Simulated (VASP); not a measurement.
## WC: single point with r2SCAN

WC:

```
CELL_PARAMETERS angstrom
2.94475 0.00000 0.00000
-1.47237 2.55023 0.00000
0.00000 0.00000 2.87393
ATOMIC_POSITIONS crystal
W 0.00000 0.00000 0.00000
C 0.66667 0.33333 0.50000
```

- Program: VASP 6.6.1
- Task: single point
- Functional: r2SCAN
- Potentials or basis: VASP PAW PBE potentials, release 64 (W_sv, C)
- Cutoff: 520 eV
- k mesh: 11 × 11 × 10
- Occupations: gaussian, width 0.1 eV
- Spin: no spin polarisation

The pressure is -11.8 GPa and the band gap on the k mesh is zero (bands 9 and 10 overlap by 1.19 eV).

Stress tensor (GPa, compression positive):
```
-10.61   0.00   0.00
  0.00 -10.61   0.00
  0.00   0.00 -14.04
```

Levels at points of the mesh, in eV from the Fermi level:
| k point | band 6 | band 7 | band 8 | band 9 | band 10 | band 11 | band 12 | band 13 |
| --- | --- | --- | --- | --- | --- | --- | --- | --- |
| (0.00, 0.00, 0.00) | -4.25 | -3.30 | -3.30 | 0.10 | 3.24 | 3.24 | 5.75 | 5.75 |
| (0.00, 0.00, 0.50) | -8.74 | -1.97 | -1.97 | -0.52 | -0.52 | 3.66 | 4.75 | 4.75 |

Run time: 110 s on 1 thread of Intel Xeon 8259CL, with other jobs on the host, peak memory 0.17 GiB.

Caveat: the cell stands under tension; the PAW data sets were made with another functional, which shifts forces and pressure a little; spin-orbit coupling is left out, which moves the levels of the heavy elements.
